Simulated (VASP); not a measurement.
# AlN (P6_3mc) in VASP: notebook, part 2 of 2

VASP 6.6.1. The steps go on from the part before.

## (3) Single point, PBEsol (strain -0.015 along x and y, -0.015 along z)

Contents of INCAR:

```
PREC = Accurate
ENCUT = 520
EDIFF = 1E-6
ISMEAR = 0
SIGMA = 0.05
LREAL = F
LASPH = T
NELM = 80
ALGO = Normal
ISIF = 2
LWAVE = F
LCHARG = F
GGA = PS
NBANDS = 16
```

Contents of KPOINTS:

```
Automatic mesh
0
Gamma
  9 9 6
```

Contents of POSCAR:

```
AlN
1.0
    3.0643371193      0.0000000000      0.0000000000
   -1.5321685597      2.6537937911      0.0000000000
    0.0000000000      0.0000000000      4.9033300000
Al N
2 2
Direct
    0.3333333333      0.6666666667      0.0000000000
    0.6666666667      0.3333333333      0.5000000000
    0.3333333333      0.6666666667      0.3850000000
    0.6666666667      0.3333333333      0.8850000000
```

Potentials or basis: VASP PAW PBE potentials, release 64 (Al, N).

Command:

```bash
$ cat potpaw_PBE.64/Al/POTCAR potpaw_PBE.64/N/POTCAR > POTCAR
$ mpirun -np 1 vasp_std > vasp.out
```

OUTCAR:

```text
PREC = Accurate
   ENCUT = 520
   EDIFF = 1E-6
   ISMEAR = 0
   LREAL = F
   LASPH = T
   NELM = 80
   ISIF = 2
   GGA = PS

 ion  position               nearest neighbor table
   1  0.333  0.667  0.000-   4 1.86   4 1.86   4 1.86   3 1.89   2 3.02   2 3.02   2 3.02   2 3.02
                             2 3.02   2 3.02
   2  0.667  0.333  0.500-   3 1.86   3 1.86   3 1.86   4 1.89   1 3.02   1 3.02   1 3.02   1 3.02
                             1 3.02   1 3.02
   3  0.333  0.667  0.385-   2 1.86   2 1.86   2 1.86   1 1.89
   4  0.667  0.333  0.885-   1 1.86   1 1.86   1 1.86   2 1.89

  LATTYP: Found a hexagonal cell.
 ALAT       =     3.0643371193
 C/A-ratio  =     1.6001274694

  Lattice vectors:

 A1 = (   3.0643371193,   0.0000000000,   0.0000000000)
 A2 = (  -1.5321685597,   2.6537937911,   0.0000000000)
 A3 = (   0.0000000000,   0.0000000000,   4.9033300000)

Analysis of symmetry for initial positions (statically):
=====================================================================
 Subroutine PRICEL returns:
 Original cell was already a primitive cell.

 Routine SETGRP: Setting up the symmetry group for a
 hexagonal supercell.

 Subroutine GETGRP returns: Found 12 space group operations
 (whereof  6 operations were pure point group operations)
 out of a pool of 24 trial point group operations.

The static configuration has the point symmetry C_3v.
 The point group associated with its full space group is C_6v.

Analysis of symmetry for dynamics (positions and initial velocities):
=====================================================================
 Subroutine PRICEL returns:
 Original cell was already a primitive cell.

 Routine SETGRP: Setting up the symmetry group for a
 hexagonal supercell.

 Subroutine GETGRP returns: Found 12 space group operations
 (whereof  6 operations were pure point group operations)
 out of a pool of 24 trial point group operations.

The dynamic configuration has the point symmetry C_3v.
 The point group associated with its full space group is C_6v.

 Subroutine INISYM returns: Found 12 space group operations
 (whereof  6 operations are pure point group operations),
 and found     1 'primitive' translations

----------------------------------------------------------------------------------------

                                     Primitive cell

  volume of cell :      39.8745

  direct lattice vectors                    reciprocal lattice vectors
     3.064337119  0.000000000  0.000000000     0.326334852  0.188409515  0.000000000
    -1.532168560  2.653793791  0.000000000     0.000000000  0.376819029  0.000000000
     0.000000000  0.000000000  4.903330000     0.000000000  0.000000000  0.203943035

  length of vectors
     3.064337119  3.064337119  4.903330000     0.376819029  0.376819029  0.203943035

  position of ions in fractional coordinates (direct lattice)
     0.333333333  0.666666667  0.000000000
     0.666666667  0.333333333  0.500000000
     0.333333333  0.666666667  0.385000000
     0.666666667  0.333333333  0.885000000

  ion indices of the primitive-cell ions
   primitive index   ion index
                 1           1
                 2           2
                 3           3
[... 29 lines left out ...]
            Coordinates               Weight
  0.000000  0.000000  0.000000      1.000000
  0.111111  0.000000  0.000000      6.000000
  0.222222  0.000000  0.000000      6.000000
  0.333333 -0.000000  0.000000      6.000000
  0.444444  0.000000  0.000000      6.000000
  0.111111  0.111111  0.000000      6.000000
[... 16 lines left out ...]
  0.333333  0.222222  0.166667     24.000000
  0.333333  0.333333  0.166667      4.000000
 [... further k-points ...]
   k-points           NKPTS =     48   k-points in BZ     NKDIM =     48   number of bands    NBANDS=     16
   number of dos      NEDOS =    301   number of ions     NIONS =      4
   total plane-waves  NPLWV =  20736
   dimension x,y,z NGX =    24 NGY =   24 NGZ =   36
   dimension x,y,z NGXF=    48 NGYF=   48 NGZF=   72
   ions per type =               2   2
   NGX,Y,Z   is equivalent  to a cutoff of  13.02, 13.02, 12.21 a.u.
   NGXF,Y,Z  is equivalent  to a cutoff of  26.04, 26.04, 24.41 a.u.
 SYSTEM =  unknown system
   PREC   = accura    normal or accurate (medium, high low for compatibility)
   ISTART =      0    job   : 0-new  1-cont  2-samecut
   ICHARG =      2    charge: 1-file 2-atom 10-const
   ISPIN  =      1    spin polarized calculation?
   LNONCOLLINEAR =      F non collinear calculations
   LSORBIT =      F    spin-orbit coupling
   LASPH  =      T    aspherical Exc in radial PAW
   ENCUT  =  520.0 eV  38.22 Ry    6.18 a.u.   5.70  5.70  9.12*2*pi/ulx,y,z
   NELM   =     80;   NELMIN=  2; NELMDL= -5     # of ELM steps
   EDIFF  = 0.1E-05   stopping-criterion for ELM
   LREAL  =      F    real-space projection
   EDIFFG = 0.1E-04   stopping-criterion for IOM
   NSW    =      0    number of steps for IOM
   IBRION =     -1    ionic relax: 0-MD 1-quasi-New 2-CG
   NFREE  =      0    steps in history (QN), initial steepest desc. (CG)
   ISIF   =      2    stress and relaxation
   ISYM   =      2    0-nonsym 1-usesym 2-fastsym
   POTIM  = 0.5000    time-step for ionic-motion
   TEBEG  =    0.0;   TEEND  =   0.0 temperature during run
   PSTRESS=    0.0 pullay stress
   NELECT =      16.0000    total number of electrons
   NUPDOWN=      -1.0000    fix difference up-down
   EMIN   =  10.00;   EMAX   =-10.00  energy-range for DOS
   EFERMI =   0.00;   METHOD = LEGACY
   ISMEAR =     0;   SIGMA  =   0.05  broadening in eV -4-tet -1-fermi 0-gaus
   EFERMI_NEDOS =   21; number of points for ismear=-14 and -15
   IALGO  =     38    algorithm
   IMIX   =      4    mixing-type and parameters
     AMIX     =   0.40;   BMIX     =  1.00
     AMIX_MAG =   1.60;   BMIX_MAG =  1.00
  volume/ion in A,a.u.               =       9.97        67.27
  Fermi-wavevector in a.u.,A,eV,Ry     =   1.207489  2.281823 19.837701  1.458030
  Thomas-Fermi vector in A             =   2.343125
   LORBIT       =      0    0 simple, 1 ext, 2 COOP (PROOUT), +10 PAW based schemes
   GGA     = PS    functional components
   LHFCALC =     F    Hartree Fock is set to
   AEXX    =    0.0000 exact exchange contribution
   IVDW    =     0    specifies the selected vdW correction
   LEPSILON=     F    determine dielectric tensor
   LRPA    =     F    only Hartree local field effects (RPA)
 non-spin polarized calculation
 Gauss-broadening in eV      SIGMA  =   0.05
  energy-cutoff  :      520.00
  volume of cell :       39.87
 maximum number of plane-waves:      1092
 NGX is ok and might be reduce to    24
   NGX = 11   NGY = 11   NGZ = 19

 number of electron      15.9999997 magnetization

 Free energy of the ion-electron system (eV)
  ---------------------------------------------------
  ext. energy  EPLUGINS =         0.00000000
  ---------------------------------------------------
  free energy    TOTEN  =       -31.24573793 eV

  energy without entropy =      -31.24573793  energy(sigma->0) =      -31.24573793

 E-fermi :   6.8467     XC(G=0): -11.3117

 val. band max:        6.5733801542   @ k =   0.0000   0.0000   0.0000
 cond. band min:      11.0657994870   @ k =   0.0000   0.0000   0.0000
 fundamental gap:      4.4924193328
 Fermi energy:         6.8467320274

 k-point     1 :       0.0000    0.0000    0.0000
  band No.  band energies     occupation
      1      -8.9353      2.00000
      2      -6.6017      2.00000
      3       0.2652      2.00000
      4       5.6017      2.00000
      5       5.6017      2.00000
      6       6.2677      2.00000
[... 433 lines left out ...]
      3       1.5332      2.00000
      4       2.2182      2.00000
      5       2.2182      2.00000
      6       3.6544      2.00000
[... 8 lines left out ...]
     15      19.6951      0.00000
     16      22.1585      0.00000

 [... further k-points ...]

------------------------ aborting loop because EDIFF is reached ----------------------------------------

  FORCE on cell =-STRESS in cart. coord.  units (eV):
  Direction    XX          YY          ZZ          XY          YZ          ZX
  --------------------------------------------------------------------------------------
  -------------------------------------------------------------------------------------
  Total        2.9242907      2.9242907      2.1062982     -0.0000000      0.0000000      0.0000000
  in kB      117.4995743    117.4995743     84.6321933     -0.0000000      0.0000000      0.0000000
  external PRESSURE =     106.5437807 kB  Pullay stress =       0.0000000 kB

 VOLUME and BASIS-vectors are now :
 -----------------------------------------------------------------------------
  energy-cutoff  :      520.00
  volume of cell :       39.87
      direct lattice vectors                 reciprocal lattice vectors
     3.064337119  0.000000000  0.000000000     0.326334852  0.188409515  0.000000000
    -1.532168560  2.653793791  0.000000000     0.000000000  0.376819029  0.000000000
     0.000000000  0.000000000  4.903330000     0.000000000  0.000000000  0.203943035

 POSITION                                       TOTAL-FORCE (eV/Angst)
 -----------------------------------------------------------------------------------
     -0.00000      1.76920      0.00000        -0.000000      0.000000      0.180576
      1.53217      0.88460      2.45167         0.000000     -0.000000      0.180576
     -0.00000      1.76920      1.88778         0.000000      0.000000     -0.180576
      1.53217      0.88460      4.33945        -0.000000     -0.000000     -0.180576
 -----------------------------------------------------------------------------------
    total drift:                               -0.000000      0.000000      0.000729

  FREE ENERGIE OF THE ION-ELECTRON SYSTEM (eV)
  ---------------------------------------------------
  free  energy   TOTEN  =       -31.2457379286 eV

  energy  without entropy=      -31.2457379286  energy(sigma->0) =      -31.24573793
```

stdout:

```text
POSCAR found type information on POSCAR AlN
 POSCAR found :  2 types and       4 ions
 scaLAPACK will be used
 -----------------------------------------------------------------------------
|                                                                             |
|                                                                             |
|     You enforced a specific xc type in the INCAR file but a different       |
|     I HOPE YOU KNOW WHAT YOU ARE DOING!                                     |
|                                                                             |
 -----------------------------------------------------------------------------

 LDA part: xc-table for (Slater+PW92), standard interpolation
 POSCAR, INCAR and KPOINTS ok, starting setup
 FFT: planning ... GRIDC
 FFT: planning ... GRID_SOFT
 FFT: planning ... GRID
 WAVECAR not read
 entering main loop
```

Run time: 30 s. Hardware: 1 thread of Intel Xeon 8259CL, shared host; peak memory 0.16 GiB.

Results:

* Free energy: -31.2457 eV
* Pressure: 10.7 GPa
* Largest force: 0.181 eV/Å
* Band gap on the k mesh: 4.49 eV

Forces on the atoms (eV/Å):
```
Al   0.000  0.000  0.181
Al   0.000  0.000  0.181
N    0.000  0.000 -0.181
N    0.000  0.000 -0.181
```

Caveat: the cell differs from its parent crystal (strain -0.015 along x and y, -0.015 along z); the cell stands under pressure; the PAW data sets were made with another functional, which shifts forces and pressure a little; an odd mesh through Γ misses points on the zone boundary, where band edges can lie.

## (4) Single point, PBEsol (strain -0.030 along x and y, +0.030 along z)

Contents of INCAR:

```
SYSTEM = AlN
ALGO     = Normal         ! electronic algorithm
EDIFF    = 1E-6           ! SCF threshold, eV
ENCUT    = 520            ! plane-wave cutoff, eV
GGA      = PS             ! functional
ISIF     = 2              ! what is computed and relaxed
ISMEAR   = 0              ! smearing method
LASPH    = .True.         ! aspherical terms in the spheres
LCHARG   = .False.        ! write CHGCAR
LREAL    = .False.        ! projectors in reciprocal space
LWAVE    = .False.        ! write WAVECAR
NBANDS   = 16             ! bands
NELM     = 80             ! most SCF steps
PREC     = Accurate       ! precision mode
SIGMA    = 0.05           ! smearing width, eV
```

Contents of KPOINTS:

```
k-points
0
Gamma
  9 9 6
  0 0 0
```

Contents of POSCAR:

```
AlN
1.0
    3.0176720870      0.0000000000      0.0000000000
   -1.5088360435      2.6133806877      0.0000000000
    0.0000000000      0.0000000000      5.1273400000
Al N
2 2
Direct
    0.3333333333      0.6666666667      0.0000000000
    0.6666666667      0.3333333333      0.5000000000
    0.3333333333      0.6666666667      0.3850000000
    0.6666666667      0.3333333333      0.8850000000
```

Potentials or basis: VASP PAW PBE potentials, release 64 (Al, N).

Command:

```bash
$ cat potpaw_PBE.64/Al/POTCAR potpaw_PBE.64/N/POTCAR > POTCAR
$ mpirun -np 1 vasp_std > vasp.out
```

OUTCAR:

```text
SYSTEM = AlN
   EDIFF = 1E-6
   ENCUT = 520
   GGA = PS
   ISIF = 2
   ISMEAR = 0
   LASPH = .True.
   LREAL = .False.
   NELM = 80
   PREC = Accurate

 ion  position               nearest neighbor table
   1  0.333  0.667  0.000-   4 1.84   4 1.84   4 1.84   3 1.97   2 3.10   2 3.10   2 3.10   2 3.10
                             2 3.10   2 3.10
   2  0.667  0.333  0.500-   3 1.84   3 1.84   3 1.84   4 1.97   1 3.10   1 3.10   1 3.10   1 3.10
                             1 3.10   1 3.10
   3  0.333  0.667  0.385-   2 1.84   2 1.84   2 1.84   1 1.97
   4  0.667  0.333  0.885-   1 1.84   1 1.84   1 1.84   2 1.97

  LATTYP: Found a hexagonal cell.
 ALAT       =     3.0176720870
 C/A-ratio  =     1.6991044263

  Lattice vectors:

 A1 = (   3.0176720870,   0.0000000000,   0.0000000000)
 A2 = (  -1.5088360435,   2.6133806877,   0.0000000000)
 A3 = (   0.0000000000,   0.0000000000,   5.1273400000)

Analysis of symmetry for initial positions (statically):
=====================================================================
 Subroutine PRICEL returns:
 Original cell was already a primitive cell.

[... 180 lines left out ...]
 fundamental gap:      4.4520612895
 Fermi energy:         6.4651999964

 k-point     1 :       0.0000    0.0000    0.0000
  band No.  band energies     occupation
      1      -8.9954      2.00000
      2      -6.9802      2.00000
      3       0.0344      2.00000
      4       5.7000      2.00000
      5       5.7000      2.00000
      6       6.1871      2.00000
[... 433 lines left out ...]
      3       1.5103      2.00000
      4       2.1532      2.00000
      5       2.1532      2.00000
      6       3.3239      2.00000
[... 8 lines left out ...]
     15      19.6265      0.00000
     16      22.1399      0.00000

 [... further k-points ...]

------------------------ aborting loop because EDIFF is reached ----------------------------------------

  FORCE on cell =-STRESS in cart. coord.  units (eV):
  Direction    XX          YY          ZZ          XY          YZ          ZX
  --------------------------------------------------------------------------------------
  -------------------------------------------------------------------------------------
  Total        4.6942292      4.6942292     -2.2955467      0.0000000     -0.0000000      0.0000000
  in kB      185.9978982    185.9978982    -90.9556918      0.0000000     -0.0000000      0.0000000
  external PRESSURE =      93.6800349 kB  Pullay stress =       0.0000000 kB

 VOLUME and BASIS-vectors are now :
 -----------------------------------------------------------------------------
  energy-cutoff  :      520.00
  volume of cell :       40.44
      direct lattice vectors                 reciprocal lattice vectors
     3.017672087  0.000000000  0.000000000     0.331381267  0.191323064  0.000000000
    -1.508836043  2.613380688  0.000000000     0.000000000  0.382646128  0.000000000
     0.000000000  0.000000000  5.127340000     0.000000000  0.000000000  0.195032902

 POSITION                                       TOTAL-FORCE (eV/Angst)
 -----------------------------------------------------------------------------------
     -0.00000      1.74225      0.00000         0.000000     -0.000000      0.819592
      1.50884      0.87113      2.56367        -0.000000      0.000000      0.819592
     -0.00000      1.74225      1.97403        -0.000000     -0.000000     -0.819592
      1.50884      0.87113      4.53770         0.000000      0.000000     -0.819592
 -----------------------------------------------------------------------------------
    total drift:                                0.000000      0.000000     -0.000794

  FREE ENERGIE OF THE ION-ELECTRON SYSTEM (eV)
  ---------------------------------------------------
  free  energy   TOTEN  =       -31.1221266631 eV

  energy  without entropy=      -31.1221266631  energy(sigma->0) =      -31.12212666
```

stdout:

```text
POSCAR found type information on POSCAR AlN
 POSCAR found :  2 types and       4 ions
 scaLAPACK will be used
 -----------------------------------------------------------------------------
|                                                                             |
|                                                                             |
|     You enforced a specific xc type in the INCAR file but a different       |
|     I HOPE YOU KNOW WHAT YOU ARE DOING!                                     |
|                                                                             |
 -----------------------------------------------------------------------------

 LDA part: xc-table for (Slater+PW92), standard interpolation
 POSCAR, INCAR and KPOINTS ok, starting setup
 FFT: planning ... GRIDC
 FFT: planning ... GRID_SOFT
 FFT: planning ... GRID
 WAVECAR not read
 entering main loop
```

Wall time 33 s (1 thread of Intel Xeon 8259CL, shared host); peak memory 0.17 GiB.

Results:

```
Free energy            : -31.1221 eV
Pressure               : 9.4 GPa
Largest force          : 0.820 eV/Å
Band gap on the k mesh : 4.45 eV
```

Forces on the atoms (eV/Å):
```
Al   0.000  0.000  0.820
Al   0.000  0.000  0.820
N    0.000  0.000 -0.820
N    0.000  0.000 -0.820
```

Levels at points of the mesh, in eV from the valence-band top:
```
           k point  band 6  band 7  band 8  band 9  band 10  band 11
(0.00, 0.00, 0.00)   -0.02    0.00    0.00    4.45     7.64    10.67
(0.00, 0.00, 0.50)   -0.26   -0.26   -0.26    7.07     7.07    10.43
```

Caveat: the cell differs from its parent crystal (strain -0.030 along x and y, +0.030 along z); the cell stands under pressure; the PAW data sets were made with another functional, which shifts forces and pressure a little; an odd mesh through Γ misses points on the zone boundary, where band edges can lie.

## (5) Summary

| cell | gap on the mesh (eV) | pressure (GPa) | largest force (eV/Å) |
| --- | --- | --- | --- |
| a = 3.018, b = 3.018, c = 5.053 Å, angles 90.0, 90.0, 120.0°, 4 atoms | 4.59 | 12.3 | 0.73 |
| a = 3.064, b = 3.064, c = 4.903 Å, angles 90.0, 90.0, 120.0°, 4 atoms | 4.49 | 10.7 | 0.18 |
| a = 3.018, b = 3.018, c = 5.127 Å, angles 90.0, 90.0, 120.0°, 4 atoms | 4.45 | 9.4 | 0.82 |

Alike in all rows: task single point; level PBEsol; potentials or basis VASP PAW PBE potentials, release 64 (Al, N); no spin polarisation; k mesh 9 × 9 × 6; cutoff (eV) 520; smearing gaussian 0.05 eV.

Caveats: the cell stands under pressure; the PAW data sets were made with another functional, which shifts forces and pressure a little; an odd mesh through Γ misses points on the zone boundary, where band edges can lie.

Absolute energies hang on the potentials; compare differences alone.
